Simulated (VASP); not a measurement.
RbCl:

```xyz
2
Lattice="0.0000 3.3064 3.3064 3.3064 0.0000 3.3064 3.3064 3.3064 0.0000" Properties=species:S:1:pos:R:3 pbc="T T T"
Rb    0.0000    0.0000    0.0000
Cl    3.3064    3.3064    3.3064
```

Base run:

```yaml
Program: VASP 6.6.1
Functional: r2SCAN
Potentials_or_basis: VASP PAW PBE potentials, release 64 (Rb_sv, Cl)
Cutoff: 550 eV
k_mesh: 8 × 8 × 8
Occupations: fermi-dirac, width 0.02 eV
Spin: no spin polarisation
```

Its results: band gap on the k mesh 5.55 eV; pressure 0.0 GPa.

**Question.** The run is repeated on the same cell with these changes: functional from r2SCAN to HSE06; cutoff from 550 eV to 400 eV; k mesh from 8 × 8 × 8 to 6 × 6 × 6. What comes out?

**Answer.** Band gap on the k mesh 6.25 eV; pressure 0.3 GPa.

Several settings changed at once.

Caveats: the PAW data sets were made with another functional, which shifts forces and pressure a little.

A k mesh can miss the band edges.
